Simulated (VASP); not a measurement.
# Cs (Fd-3m) in VASP: further runs

Runs on Cs. Level: PBE. Tasks: single point.

All numbers are computed with VASP 6.6.1; they aren't measurements. Logs are shortened: lines on timing, memory, paths and dates and some standing lists are left out, and cuts for length are marked.

### 1 The cell of the first run

The structure is cubic, space group Fd-3m (No. 227). The conventional cell has a = 10.610 Å, b = 10.610 Å, c = 10.610 Å, α = 90.00°, β = 90.00°, γ = 90.00°.

This isn't the form of Cs at room conditions, which is bcc.

### 2 Single point, PBE (149.31 Å³/atom)

INCAR

```
PREC = Accurate ; ENCUT = 520
EDIFF = 1E-6 ; ISMEAR = -1
SIGMA = 0.08 ; LREAL = F
LASPH = T ; NELM = 100
ALGO = Normal ; ISIF = 2
LWAVE = F ; LCHARG = F
GGA = PE ; NBANDS = 16
```

KPOINTS

```
regular mesh
0
Gamma
  6 6 6
```

POSCAR

```
Cs
1.0
    0.0000000000      5.3051878442      5.3051878442
    5.3051878442      0.0000000000      5.3051878442
    5.3051878442      5.3051878442      0.0000000000
Cs
2
Direct
   -0.1250000000     -0.1250000000     -0.1250000000
    0.1250000000      0.1250000000      0.1250000000
```

Potentials or basis: VASP PAW PBE potentials, release 64 (Cs_sv).

The run is started by

```console
$ cat potpaw_PBE.64/Cs_sv/POTCAR > POTCAR
$ mpirun -np 1 vasp_std > vasp.out
```

OUTCAR:

```text
PREC = Accurate
   ENCUT = 520
   EDIFF = 1E-6
   ISMEAR = -1
   LREAL = F
   LASPH = T
   NELM = 100
   ISIF = 2
   GGA = PE

 ion  position               nearest neighbor table
   1  0.875  0.875  0.875-
   2  0.125  0.125  0.125-

  LATTYP: Found a face centered cubic cell.
 ALAT       =    10.6103756884

  Lattice vectors:

 A1 = (   0.0000000000,   5.3051878442,   5.3051878442)
 A2 = (   5.3051878442,   0.0000000000,   5.3051878442)
 A3 = (   5.3051878442,   5.3051878442,   0.0000000000)

Analysis of symmetry for initial positions (statically):
=====================================================================
 Subroutine PRICEL returns:
 Original cell was already a primitive cell.

 Routine SETGRP: Setting up the symmetry group for a
 face centered cubic supercell.

 Subroutine GETGRP returns: Found 48 space group operations
 (whereof 12 operations were pure point group operations)
 out of a pool of 48 trial point group operations.

The static configuration has the point symmetry D_3d.
 The point group associated with its full space group is O_h .

Analysis of symmetry for dynamics (positions and initial velocities):
=====================================================================
 Subroutine PRICEL returns:
 Original cell was already a primitive cell.

 Routine SETGRP: Setting up the symmetry group for a
 face centered cubic supercell.

 Subroutine GETGRP returns: Found 48 space group operations
 (whereof 12 operations were pure point group operations)
 out of a pool of 48 trial point group operations.

The dynamic configuration has the point symmetry D_3d.
 The point group associated with its full space group is O_h .

 Subroutine INISYM returns: Found 48 space group operations
 (whereof 12 operations are pure point group operations),
 and found     1 'primitive' translations

----------------------------------------------------------------------------------------

                                     Primitive cell

  volume of cell :     298.6292

  direct lattice vectors                    reciprocal lattice vectors
     0.000000000  5.305187844  5.305187844    -0.094247370  0.094247370  0.094247370
     5.305187844  0.000000000  5.305187844     0.094247370 -0.094247370  0.094247370
     5.305187844  5.305187844  0.000000000     0.094247370  0.094247370 -0.094247370

  length of vectors
     7.502668600  7.502668600  7.502668600     0.163241233  0.163241233  0.163241233

  position of ions in fractional coordinates (direct lattice)
     0.875000000  0.875000000  0.875000000
     0.125000000  0.125000000  0.125000000

  ion indices of the primitive-cell ions
   primitive index   ion index
                 1           1
                 2           2

----------------------------------------------------------------------------------------

 KPOINTS: regular mesh

Automatic generation of k-mesh.
 Grid dimensions read from file:
 generate k-points for:    6    6    6

 Generating k-lattice:

  Cartesian coordinates                     Fractional coordinates (reciprocal lattice)
    -0.015707895  0.015707895  0.015707895     0.166666667  0.000000000  0.000000000
     0.015707895 -0.015707895  0.015707895     0.000000000  0.166666667  0.000000000
     0.015707895  0.015707895 -0.015707895     0.000000000  0.000000000  0.166666667

  Length of vectors
     0.027206872  0.027206872  0.027206872

  Shift w.r.t. Gamma in fractional coordinates (k-lattice)
     0.000000000  0.000000000  0.000000000

 Subroutine IBZKPT returns following result:
 ===========================================

 Found     16 irreducible k-points:

 Following reciprocal coordinates:
            Coordinates               Weight
  0.000000  0.000000  0.000000      1.000000
  0.166667  0.000000  0.000000      8.000000
  0.333333  0.000000  0.000000      8.000000
  0.500000  0.000000  0.000000      4.000000
  0.166667  0.166667  0.000000      6.000000
  0.333333  0.166667  0.000000     24.000000
[... 8 lines left out ...]
 -0.333333  0.333333  0.166667     24.000000
 -0.333333  0.500000  0.166667     12.000000
   k-points           NKPTS =     16   k-points in BZ     NKDIM =     16   number of bands    NBANDS=     16
   number of dos      NEDOS =    301   number of ions     NIONS =      2
   total plane-waves  NPLWV = 175616
   dimension x,y,z NGX =    56 NGY =   56 NGZ =   56
   dimension x,y,z NGXF=   112 NGYF=  112 NGZF=  112
   ions per type =               2
   NGX,Y,Z   is equivalent  to a cutoff of  12.41, 12.41, 12.41 a.u.
   NGXF,Y,Z  is equivalent  to a cutoff of  24.82, 24.82, 24.82 a.u.
 SYSTEM =  unknown system
   PREC   = accura    normal or accurate (medium, high low for compatibility)
   ISTART =      0    job   : 0-new  1-cont  2-samecut
   ICHARG =      2    charge: 1-file 2-atom 10-const
   ISPIN  =      1    spin polarized calculation?
   LNONCOLLINEAR =      F non collinear calculations
   LSORBIT =      F    spin-orbit coupling
   LASPH  =      T    aspherical Exc in radial PAW
   ENCUT  =  520.0 eV  38.22 Ry    6.18 a.u.  13.95 13.95 13.95*2*pi/ulx,y,z
   NELM   =    100;   NELMIN=  2; NELMDL= -5     # of ELM steps
   EDIFF  = 0.1E-05   stopping-criterion for ELM
   LREAL  =      F    real-space projection
   EDIFFG = 0.1E-04   stopping-criterion for IOM
   NSW    =      0    number of steps for IOM
   IBRION =     -1    ionic relax: 0-MD 1-quasi-New 2-CG
   NFREE  =      0    steps in history (QN), initial steepest desc. (CG)
   ISIF   =      2    stress and relaxation
   ISYM   =      2    0-nonsym 1-usesym 2-fastsym
   POTIM  = 0.5000    time-step for ionic-motion
   TEBEG  =    0.0;   TEEND  =   0.0 temperature during run
   PSTRESS=    0.0 pullay stress
   NELECT =      18.0000    total number of electrons
   NUPDOWN=      -1.0000    fix difference up-down
   EMIN   =  10.00;   EMAX   =-10.00  energy-range for DOS
   EFERMI =   0.00;   METHOD = LEGACY
   ISMEAR =    -1;   SIGMA  =   0.08  broadening in eV -4-tet -1-fermi 0-gaus
   EFERMI_NEDOS =   21; number of points for ismear=-14 and -15
   IALGO  =     38    algorithm
   IMIX   =      4    mixing-type and parameters
     AMIX     =   0.40;   BMIX     =  1.00
     AMIX_MAG =   1.60;   BMIX_MAG =  1.00
  volume/ion in A,a.u.               =     149.31      1007.62
  Fermi-wavevector in a.u.,A,eV,Ry     =   0.641882  1.212980  5.605763  0.412012
  Thomas-Fermi vector in A             =   1.708368
   LORBIT       =      0    0 simple, 1 ext, 2 COOP (PROOUT), +10 PAW based schemes
   GGA     = PE    functional components
   LHFCALC =     F    Hartree Fock is set to
   AEXX    =    0.0000 exact exchange contribution
   IVDW    =     0    specifies the selected vdW correction
   LEPSILON=     F    determine dielectric tensor
   LRPA    =     F    only Hartree local field effects (RPA)
 non-spin polarized calculation
  energy-cutoff  :      520.00
  volume of cell :      298.63
 maximum number of plane-waves:      8080
   NGX = 27   NGY = 27   NGZ = 27

 number of electron      18.0000004 magnetization

 Free energy of the ion-electron system (eV)
  ---------------------------------------------------
  ext. energy  EPLUGINS =         0.00000000
  ---------------------------------------------------
  free energy    TOTEN  =        -1.16972992 eV

  energy without entropy =       -1.12503648  energy(sigma->0) =       -1.14738320

 E-fermi :  -0.0015     XC(G=0):  -4.7212

 val. band max:       -0.0125360734   @ k =   0.5000   0.0000   0.0000
 cond. band min:       0.0398942340   @ k =   0.5000   0.5000   0.0000
 fundamental gap:      0.0524303074
 Fermi energy:        -0.0014840916

 k-point     1 :       0.0000    0.0000    0.0000
  band No.  band energies     occupation
      1     -24.3741      2.00000
      2     -24.3352      2.00000
      3     -11.2501      2.00000
      4     -11.2501      2.00000
      5     -11.2501      2.00000
      6     -11.0771      2.00000
[... 8 lines left out ...]
     15       1.8447      0.00000
     16       1.8447      0.00000

 k-point     2 :       0.1667    0.0000    0.0000
  band No.  band energies     occupation
      1     -24.3722      2.00000
      2     -24.3372      2.00000
      3     -11.2552      2.00000
      4     -11.2552      2.00000
      5     -11.2494      2.00000
      6     -11.0790      2.00000
[... 8 lines left out ...]
     15       1.5908      0.00000
     16       1.8526      0.00000

 k-point     3 :       0.3333    0.0000    0.0000
  band No.  band energies     occupation
      1     -24.3675      2.00000
      2     -24.3418      2.00000
      3     -11.2646      2.00000
      4     -11.2646      2.00000
      5     -11.2482      2.00000
      6     -11.0824      2.00000
[... 8 lines left out ...]
     15       1.6829      0.00000
     16       2.0341      0.00000

 k-point     4 :       0.5000    0.0000    0.0000
  band No.  band energies     occupation
      1     -24.3644      2.00000
      2     -24.3450      2.00000
      3     -11.2690      2.00000
      4     -11.2690      2.00000
      5     -11.2478      2.00000
      6     -11.0840      2.00000
[... 8 lines left out ...]
     15       1.6608      0.00000
     16       2.2269      0.00000
[... 172 lines left out ...]
 k-point    14 :       0.5000    0.3333    0.1667
  band No.  band energies     occupation
      1     -24.3631      2.00000
      2     -24.3463      2.00000
      3     -11.2850      2.00000
      4     -11.2765      2.00000
      5     -11.2110      2.00000
      6     -11.1202      2.00000
[... 8 lines left out ...]
     15       1.7919      0.00000
     16       1.8421      0.00000

 k-point    15 :      -0.3333    0.3333    0.1667
  band No.  band energies     occupation
      1     -24.3596      2.00000
      2     -24.3498      2.00000
      3     -11.2898      2.00000
      4     -11.2808      2.00000
      5     -11.1981      2.00000
      6     -11.1333      2.00000
[... 8 lines left out ...]
     15       1.7957      0.00000
     16       1.9637      0.00000

 k-point    16 :      -0.3333    0.5000    0.1667
  band No.  band energies     occupation
      1     -24.3547      2.00000
      2     -24.3547      2.00000
      3     -11.2885      2.00000
      4     -11.2885      2.00000
      5     -11.1661      2.00000
      6     -11.1661      2.00000
[... 8 lines left out ...]
     15       1.8079      0.00000
     16       1.8079      0.00000

------------------------ aborting loop because EDIFF is reached ----------------------------------------

  FORCE on cell =-STRESS in cart. coord.  units (eV):
  Direction    XX          YY          ZZ          XY          YZ          ZX
  --------------------------------------------------------------------------------------
  -------------------------------------------------------------------------------------
  Total        0.3912008      0.3912008      0.3912008      0.0000000      0.0000000     -0.0000000
  in kB        2.0988334      2.0988334      2.0988334      0.0000000      0.0000000     -0.0000000
  external PRESSURE =       2.0988334 kB  Pullay stress =       0.0000000 kB

 VOLUME and BASIS-vectors are now :
 -----------------------------------------------------------------------------
  energy-cutoff  :      520.00
  volume of cell :      298.63
      direct lattice vectors                 reciprocal lattice vectors
     0.000000000  5.305187844  5.305187844    -0.094247370  0.094247370  0.094247370
     5.305187844  0.000000000  5.305187844     0.094247370 -0.094247370  0.094247370
     5.305187844  5.305187844  0.000000000     0.094247370  0.094247370 -0.094247370

 POSITION                                       TOTAL-FORCE (eV/Angst)
 -----------------------------------------------------------------------------------
      9.28408      9.28408      9.28408        -0.000000     -0.000000     -0.000000
      1.32630      1.32630      1.32630         0.000000      0.000000      0.000000
 -----------------------------------------------------------------------------------
    total drift:                                0.000000      0.000000     -0.000000

  FREE ENERGIE OF THE ION-ELECTRON SYSTEM (eV)
  ---------------------------------------------------
  free  energy   TOTEN  =        -1.1697299227 eV

  energy  without entropy=       -1.1250364759  energy(sigma->0) =       -1.14738320
```

Run time: 97 s. Hardware: 1 thread of Intel Xeon 8259CL, shared host; peak memory 0.44 GiB.

Results:

| Item | Value |
| --- | --- |
| Free energy | -1.1697 eV |
| Pressure | 0.2 GPa |
| Band gap on the k mesh | zero (bands 9 and 10 overlap by 0.16 eV) |

Levels at points of the mesh, in eV from the Fermi level:
```
           k point  band 6  band 7  band 8  band 9  band 10  band 11  band 12  band 13
(0.00, 0.00, 0.00)  -11.08  -11.08  -11.08   -1.50     1.26     1.26     1.40     1.40
(0.50, 0.00, 0.00)  -11.08  -11.06  -11.06   -0.57    -0.01     1.05     1.05     1.34
(0.50, 0.50, 0.00)  -11.17  -11.04  -11.04    0.04     0.04     0.57     0.57     1.67
```

Caveat: spin-orbit coupling is left out, which moves the levels of the heavy elements.

### 3 Single point, PBE (149.31 Å³/atom)

INCAR

```
SYSTEM = Cs
PREC = Accurate
ENCUT = 520
EDIFF = 1E-6
ISMEAR = -1
SIGMA = 0.08
LREAL = .False.
LASPH = .True.
NELM = 100
ALGO = Normal
ISIF = 2
LWAVE = .False.
LCHARG = .False.
GGA = PE
NBANDS = 16
```

KPOINTS

```
regular mesh
0
Gamma
  6 6 6
  0 0 0
```

POSCAR is that of step 2.

Potentials or basis: VASP PAW PBE potentials, release 64 (Cs_sv).

The run is started by

```console
$ cat potpaw_PBE.64/Cs_sv/POTCAR > POTCAR
$ mpirun -np 1 vasp_std > vasp.out
```

OUTCAR:

```text
SYSTEM = Cs
   PREC = Accurate
   ENCUT = 520
   EDIFF = 1E-6
   ISMEAR = -1
   LREAL = .False.
   LASPH = .True.
   NELM = 100
   ISIF = 2
   GGA = PE

 ion  position               nearest neighbor table
   1  0.875  0.875  0.875-
   2  0.125  0.125  0.125-

  LATTYP: Found a face centered cubic cell.
 ALAT       =    10.6103756884

  Lattice vectors:

 A1 = (   0.0000000000,   5.3051878442,   5.3051878442)
 A2 = (   5.3051878442,   0.0000000000,   5.3051878442)
 A3 = (   5.3051878442,   5.3051878442,   0.0000000000)

Analysis of symmetry for initial positions (statically):
=====================================================================
 Subroutine PRICEL returns:
 Original cell was already a primitive cell.

 Routine SETGRP: Setting up the symmetry group for a
 face centered cubic supercell.

 Subroutine GETGRP returns: Found 48 space group operations
 (whereof 12 operations were pure point group operations)
 out of a pool of 48 trial point group operations.

The static configuration has the point symmetry D_3d.
 The point group associated with its full space group is O_h .

[... 149 lines left out ...]
  energy without entropy =       -1.12503648  energy(sigma->0) =       -1.14738320

 E-fermi :  -0.0015     XC(G=0):  -4.7212

 val. band max:       -0.0125360734   @ k =   0.5000   0.0000   0.0000
 cond. band min:       0.0398942340   @ k =   0.5000   0.5000   0.0000
 fundamental gap:      0.0524303074
 Fermi energy:        -0.0014840916

 k-point     1 :       0.0000    0.0000    0.0000
  band No.  band energies     occupation
      1     -24.3741      2.00000
      2     -24.3352      2.00000
      3     -11.2501      2.00000
      4     -11.2501      2.00000
      5     -11.2501      2.00000
      6     -11.0771      2.00000
[... 281 lines left out ...]
      3     -11.2885      2.00000
      4     -11.2885      2.00000
      5     -11.1661      2.00000
      6     -11.1661      2.00000
[... 8 lines left out ...]
     15       1.8079      0.00000
     16       1.8079      0.00000

------------------------ aborting loop because EDIFF is reached ----------------------------------------

  FORCE on cell =-STRESS in cart. coord.  units (eV):
  Direction    XX          YY          ZZ          XY          YZ          ZX
  --------------------------------------------------------------------------------------
  -------------------------------------------------------------------------------------
  Total        0.3912008      0.3912008      0.3912008      0.0000000      0.0000000     -0.0000000
  in kB        2.0988334      2.0988334      2.0988334      0.0000000      0.0000000     -0.0000000
  external PRESSURE =       2.0988334 kB  Pullay stress =       0.0000000 kB

 VOLUME and BASIS-vectors are now :
 -----------------------------------------------------------------------------
  energy-cutoff  :      520.00
  volume of cell :      298.63
      direct lattice vectors                 reciprocal lattice vectors
     0.000000000  5.305187844  5.305187844    -0.094247370  0.094247370  0.094247370
     5.305187844  0.000000000  5.305187844     0.094247370 -0.094247370  0.094247370
     5.305187844  5.305187844  0.000000000     0.094247370  0.094247370 -0.094247370

 POSITION                                       TOTAL-FORCE (eV/Angst)
 -----------------------------------------------------------------------------------
      9.28408      9.28408      9.28408        -0.000000     -0.000000     -0.000000
      1.32630      1.32630      1.32630         0.000000      0.000000      0.000000
 -----------------------------------------------------------------------------------
    total drift:                                0.000000      0.000000     -0.000000

  FREE ENERGIE OF THE ION-ELECTRON SYSTEM (eV)
  ---------------------------------------------------
  free  energy   TOTEN  =        -1.1697299227 eV

  energy  without entropy=       -1.1250364759  energy(sigma->0) =       -1.14738320
```

OSZICAR:

```text
N       E                     dE             d eps       ncg     rms          rms(c)
DAV:   1     0.143790789276E+03    0.14379E+03   -0.57290E+03   512   0.788E+02
DAV:   2     0.208198391405E+02   -0.12297E+03   -0.11887E+03   832   0.147E+02
DAV:   3    -0.581640101257E+00   -0.21401E+02   -0.21143E+02   664   0.637E+01
DAV:   4    -0.116836220938E+01   -0.58672E+00   -0.58663E+00   656   0.126E+01
DAV:   5    -0.117299272139E+01   -0.46305E-02   -0.46303E-02   720   0.116E+00    0.192E-01
DAV:   6    -0.117071800324E+01    0.22747E-02   -0.39679E-03   680   0.275E-01    0.126E-01
DAV:   7    -0.116961723906E+01    0.11008E-02   -0.79112E-03   712   0.348E-01    0.593E-02
DAV:   8    -0.116970044234E+01   -0.83203E-04   -0.37116E-04   680   0.823E-02    0.141E-02
DAV:   9    -0.116972297915E+01   -0.22537E-04   -0.46520E-05   720   0.306E-02    0.998E-03
DAV:  10    -0.116972941526E+01   -0.64361E-05   -0.14532E-05   656   0.133E-02    0.190E-03
DAV:  11    -0.116972992273E+01   -0.50746E-06   -0.76844E-07   608   0.368E-03
   1 F= -.11697299E+01 E0= -.11473832E+01  d E =-.446934E-01
```

stdout:

```text
POSCAR found type information on POSCAR Cs
 POSCAR found :  1 types and       2 ions
 scaLAPACK will be used
 LDA part: xc-table for (Slater+PW92), standard interpolation
 POSCAR, INCAR and KPOINTS ok, starting setup
 FFT: planning ... GRIDC
 FFT: planning ... GRID_SOFT
 FFT: planning ... GRID
 WAVECAR not read
 entering main loop
```

Run time: 1.9 min. Hardware: 1 thread of Intel Xeon 8259CL, shared host; peak memory 0.44 GiB.

Results:

```
Free energy            : -1.1697 eV
Pressure               : 0.2 GPa
Band gap on the k mesh : zero (bands 9 and 10 overlap by 0.16 eV)
```

Caveat: spin-orbit coupling is left out, which moves the levels of the heavy elements.

[end of part 1 of 2]
